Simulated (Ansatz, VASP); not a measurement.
Au in VASP and in Ansatz

INCAR

```
PREC     = Accurate       # precision mode
ENCUT    = 520            # plane-wave cutoff, eV
EDIFF    = 1E-6           # SCF threshold, eV
ISMEAR   = -1             # smearing method
SIGMA    = 0.1            # smearing width, eV
LREAL    = F              # projectors in reciprocal space
LASPH    = T              # aspherical terms in the spheres
NELM     = 100            # most SCF steps
ALGO     = Normal         # electronic algorithm
ISIF     = 2              # what is computed and relaxed
LWAVE    = F              # write WAVECAR
LCHARG   = F              # write CHGCAR
GGA      = RE             # functional
NBANDS   = 18             # bands
```

File KPOINTS:

```
Automatic mesh
0
Gamma
  14 14 14
```

Contents of POSCAR:

```
Au
1.0
    0.0000000000      3.0307044478      3.0307044478
    3.0307044478      0.0000000000      3.0307044478
    3.0307044478      3.0307044478      0.0000000000
Au
2
Direct
    0.1250000000      0.1250000000      0.1250000000
    0.8750000000      0.8750000000      0.8750000000
```

Input for Ansatz:

```yaml
crystal:
  lattice:
    - [0.0, 3.0307044478, 3.0307044478]
    - [3.0307044478, 0.0, 3.0307044478]
    - [3.0307044478, 3.0307044478, 0.0]
  atoms:
    - { symbol: Au, position: [0.125, 0.125, 0.125] }
    - { symbol: Au, position: [0.875, 0.875, 0.875] }
hamiltonian:
  xc: revpbe
  pseudopotentials:
    kind: paw
    azcp:
      Au: "pseudopotentials/Au.paw.azcp"
basis:
  ecutwfc: 420
  fft_grid_basis: typed
kpoints:
  mp_grid: { grid: [14, 14, 14], shift: [0, 0, 0] }
magnetization:
  spin_polarized: false
scf:
  occupations: { method: fermi_dirac, width: 0.1 }
output:
  stress: true
```

Alike in both runs: task single point; functional revPBE; k mesh 14 × 14 × 14; occupations fermi-dirac, width 0.1 eV; no spin polarisation.

```csv
,VASP,Ansatz
version,VASP 6.6.1,Ansatz 0.2.0
potentials or method,"VASP PAW PBE potentials, release 64 (Au), cutoff 520 eV","plane waves (420 eV) with PAW, scalar-relativistic"
valence electrons in the cell,22,38
```

Ansatz gave:

- pressure (GPa): 4.9

Question: What did VASP give for the same quantities?

Answer: Pressure (GPa): 4.7.

VASP's potentials were made for PBE, not for revPBE. The functional is the same, so the differences come from potentials, cutoffs and numerics. VASP's potentials hold 22 valence electrons a cell and Ansatz's 38, so a difference there can come from the potentials and not from the codes.

Spin-orbit coupling is off throughout.
